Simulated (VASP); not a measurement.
Write the native input for VASP 6.6.1 that does the following.

```
Task                   : single point
Functional             : PBE
Potentials or basis    : VASP PAW PBE potentials, release 64 (Ge_d, Sb, O)
Cutoff                 : 520 eV
k mesh                 : 4 × 4 × 4
Occupations            : gaussian, width 0.1 eV
Spin                   : no spin polarisation
Dipole correction      : no
Further INCAR settings : ALGO = Normal; EDIFF = 1e-06; NBANDS = 34
```

The structure of Ge2Sb3O lies in POSCAR:

```
Ge2Sb3O
1.0
   -3.0509953200      3.0509953200      3.7407205300
    3.0509953200     -3.0509953200      3.7407205300
    3.0509953200      3.0509953200     -3.7407205300
Ge Sb O
2 3 1
Direct
    0.2023057200      0.2023057200      0.0000000000
    0.7976942800      0.7976942800      0.0000000000
    0.7500000000      0.2500000000      0.5000000000
    0.2500000000      0.7500000000      0.5000000000
    0.5000000000      0.5000000000      0.0000000000
    0.0000000000      0.0000000000      0.0000000000
```

The cell was generated, and may not be a known phase.

One way to write it, as run:

INCAR

```
SYSTEM = Ge2Sb3O
ALGO = Normal
EDIFF = 1E-6
ENCUT = 520
GGA = PE
ISIF = 2
ISMEAR = 0
LASPH = .TRUE.
LCHARG = .FALSE.
LREAL = .FALSE.
LWAVE = .FALSE.
NBANDS = 34
NELM = 100
PREC = Accurate
SIGMA = 0.1
```

KPOINTS

```
k-points
0
G
  4 4 4
  0 0 0
```

Potentials or basis: VASP PAW PBE potentials, release 64 (Ge_d, Sb, O).

The run is started by

```sh
$ cat potpaw_PBE.64/Ge_d/POTCAR potpaw_PBE.64/Sb/POTCAR potpaw_PBE.64/O/POTCAR > POTCAR
$ mpirun -np 1 vasp_std > vasp.out
```

Results of the run:

```yaml
Pressure: 25.4 GPa
Largest_force: 5.994 eV/Å
Band_gap_on_the_k_mesh: zero (an odd number of electrons rules out a gap without spin polarisation)
```

Caveat: the stress differs along the axes, from 0 to 76 GPa; spin-orbit coupling is left out, which moves the levels of the heavy elements; an odd number of electrons without spin polarisation forces a metal; a magnetic or distorted state may lie lower.

Run time: 100 s on 1 thread of Oxide Virtual Turin-like Processor (shared host), peak memory 0.24 GiB.
